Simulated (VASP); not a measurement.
Wanted: the native input for a VASP 6.6.1 run.

```
Task                   : relaxation of cell and atoms
Functional             : PBE
Potentials or basis    : VASP PAW PBE potentials, release 64 (Cd, Hg, Se)
Cutoff                 : 600 eV
k mesh                 : 4 × 4 × 2
Occupations            : gaussian, width 0.1 eV
Spin                   : no spin polarisation
Dipole correction      : no
Further INCAR settings : ALGO = Normal; EDIFF = 1e-06; IBRION = 2; EDIFFG = -0.04; NSW = 90; ISIF = 3
```

The structure of Cd3HgSe4 lies in POSCAR:

```
Cd3HgSe4
1.0
    4.2166723600      0.0000000000      0.0000000000
    0.0000000000      4.2166723600      0.0000000000
    0.0000000000      0.0000000000     11.9265504700
Cd Hg Se
3 1 4
Direct
    0.0000000000      0.0000000000      0.0000000000
    0.5000000000      0.5000000000      0.2500000000
    0.5000000000      0.5000000000      0.7500000000
    0.0000000000      0.0000000000      0.5000000000
    0.5000000000      0.0000000000      0.1250000000
    0.0000000000      0.5000000000      0.3750000000
    0.5000000000      0.0000000000      0.6250000000
    0.0000000000      0.5000000000      0.8750000000
```

The input as run:

INCAR

```
SYSTEM = Cd3HgSe4
PREC = Accurate ; ENCUT = 600
EDIFF = 1E-6 ; ISMEAR = 0
SIGMA = 0.1 ; LREAL = .False.
LASPH = .True. ; NELM = 100
ALGO = Normal ; ISIF = 3
LWAVE = .False. ; LCHARG = .False.
GGA = PE ; IBRION = 2
NSW = 90 ; EDIFFG = -0.04
```

KPOINTS

```
Automatic mesh
0
Gamma
  4 4 2
  0 0 0
```

Potentials or basis: VASP PAW PBE potentials, release 64 (Cd, Hg, Se).

Launch:

```sh
$ cat potpaw_PBE.64/Cd/POTCAR potpaw_PBE.64/Hg/POTCAR potpaw_PBE.64/Se/POTCAR > POTCAR
$ mpirun -np 1 vasp_std > vasp.out
```

It gave:

```yaml
Relaxed_volume: 30.13 Å³/atom
Relaxed_cell: a = 4.415 Å, b = 4.415 Å, c = 12.365 Å, α = 90.00°, β = 90.00°, γ = 90.00°
Space_group_after_relaxing_to_0.1_Å: P-4m2 (No. 115)
Energy_gained_by_relaxing: 78.9 meV/atom
Ionic_steps: 8
Pressure_after_relaxing: 0.1 GPa
Largest_force_after_relaxing: 0.025 eV/Å
Band_gap_on_the_k_mesh: 0.07 eV
```

Caveat: spin-orbit coupling is left out, which moves the levels of the heavy elements.

It took 21 min on 1 thread of Intel Xeon 8259CL, with other jobs on the host, peak memory 0.45 GiB.
